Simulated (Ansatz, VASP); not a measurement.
## One calculation of BN, two programs

File POSCAR:

```
BN
1.0
    0.0000000000      1.8048245576      1.8048245576
    1.8048245576      0.0000000000      1.8048245576
    1.8048245576      1.8048245576      0.0000000000
B N
1 1
Direct
    0.0000000000      0.0000000000      0.0000000000
    0.2500000000      0.2500000000      0.2500000000
```

File INCAR.step1:

```
PREC = Accurate
ENCUT = 660
ISMEAR = 0
SIGMA = 0.01
LREAL = False
LASPH = True
NELM = 120
NBANDS = 11
GGA = PE
ALGO = Normal
EDIFF = 1E-5
LWAVE = True
LCHARG = False
GGA_COMPAT = False
```

The input INCAR.step2:

```
PREC = Accurate
ENCUT = 660
EDIFF = 1E-6
ISMEAR = 0
SIGMA = 0.01
LREAL = False
LASPH = True
NELM = 120
ALGO = Normal
ISIF = 2
LWAVE = False
LCHARG = False
METAGGA = R2SCAN
LMIXTAU = True
NBANDS = 11
ISTART = 1
GGA_COMPAT = False
```

File KPOINTS:

```
regular mesh
0
Gamma
  10 10 10
```

Input for Ansatz:

```yaml
crystal:
  lattice:
    - [0.0, 1.8048245576, 1.8048245576]
    - [1.8048245576, 0.0, 1.8048245576]
    - [1.8048245576, 1.8048245576, 0.0]
  atoms:
    - { symbol: B, position: [0.0, 0.0, 0.0] }
    - { symbol: "N", position: [0.25, 0.25, 0.25] }
kpoints:
  mp_grid: { grid: [10, 10, 10] }
hamiltonian:
  xc: r2scan
scf:
  occupations: { method: fixed }
  n_extra_bands: 4
output:
  forces: true
  stress: true
  eigenvalues: true
```

Alike in both runs: task single point; functional r2SCAN; k mesh 10 × 10 × 10; no spin polarisation.

```csv
,VASP,Ansatz
version,VASP 6.6.1,Ansatz 0.2.0
potentials or method,"VASP PAW PBE potentials, release 64 (B, N)","plane waves, PAW"
plane-wave cutoff (eV),660,500
occupations,"gaussian, width 0.01 eV",fixed
valence electrons in the cell,8,8
```

|  | VASP | Ansatz | Ansatz less VASP |
| --- | --- | --- | --- |
| gap on the k mesh at the Fermi level (eV) | 4.98 | 5.00 | +0.021 |
| pressure (GPa) | 1.2 | 0.0 | -1.18 |

VASP's potentials were made for PBE, not for r2SCAN.
